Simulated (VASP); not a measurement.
The system is YCdC4N4.

```xyz
10
Lattice="6.2048 0.0000 0.0000 0.0000 6.2048 0.0000 0.0000 0.0000 6.2048" Properties=species:S:1:pos:R:3 pbc="T T T"
Y     0.0000    0.0000    0.0000
Cd    3.1024    3.1024    3.1024
C     1.2159    1.2159    1.2159
C     1.2159    4.9889    4.9889
C     4.9889    1.2159    4.9889
C     4.9889    4.9889    1.2159
N     1.8914    1.8914    1.8914
N     1.8914    4.3134    4.3134
N     4.3134    1.8914    4.3134
N     4.3134    4.3134    1.8914
```

Base run:

* Program: VASP 6.6.1
* Functional: PBE
* Potentials or basis: VASP PAW PBE potentials, release 64 (Y_sv, Cd, C, N)
* Cutoff: 520 eV
* k mesh: 4 × 4 × 4
* Occupations: gaussian, width 0.1 eV
* Spin: no spin polarisation

Its results: band gap on the k mesh zero (an odd number of electrons rules out a gap without spin polarisation); pressure 11.1 GPa; largest force 3.084 eV/Å.

Task: The run is repeated on the same cell with these changes: spin from no spin polarisation to collinear spin, ferromagnetic start; further incar settings from ALGO = Normal; EDIFF = 1e-06; NBANDS = 40 to ALGO = Normal; EDIFF = 1e-06; NBANDS = 44. What comes out?

Result: Band gap on the k mesh zero (filled and empty bands overlap); pressure 11.1 GPa; net moment 1.00 μB per cell; site moments Y +0.34; Cd +0.01; C +0.01; N +0.06 μB; largest force 3.126 eV/Å.

Caveats: the cell stands under pressure; an odd number of electrons without spin polarisation forces a metal (at least some runs); a magnetic or distorted state may lie lower (at least some runs); forces of over 1 eV/Å act on the atoms, so gaps and moduli don't describe the material at rest (at least some runs).
